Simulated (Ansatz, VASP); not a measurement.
One calculation of Pd, two programs

```
CELL_PARAMETERS angstrom
0.00000 1.94490 1.84766
1.94490 0.00000 1.84766
1.94490 1.94490 0.00000
ATOMIC_POSITIONS crystal
Pd 0.00000 0.00000 0.00000
```

Change from the starting cell: strain +0.000 along x and y, -0.050 along z, atoms carried along.

Alike in both runs: task single point; functional r2SCAN; k mesh 20 × 20 × 20; occupations gaussian, width 0.15 eV; no spin polarisation.

```csv
,VASP,Ansatz
version,VASP 6.6.1,Ansatz 0.2.0
potentials or method,"VASP PAW PBE potentials, release 64 (Pd_sv_GW), cutoff 590 eV","scalar-relativistic, plane waves, PAW"
valence electrons in the cell,18,18
```

VASP gave:

```
gap on the k mesh at the Fermi level (eV)                     : none
pressure (GPa)                                                : 13.2
traceless stress, the component that is largest in VASP (GPa) : 1.39
```

Task: Which values does Ansatz return?

Result: gap on the k mesh at the Fermi level (eV): none; pressure (GPa): 14.7; traceless stress, the component that is largest in VASP (GPa): 1.40.

VASP's potentials were made for PBE, not for r2SCAN. A gap of «none» marks a metal or a gap that the smearing closes.
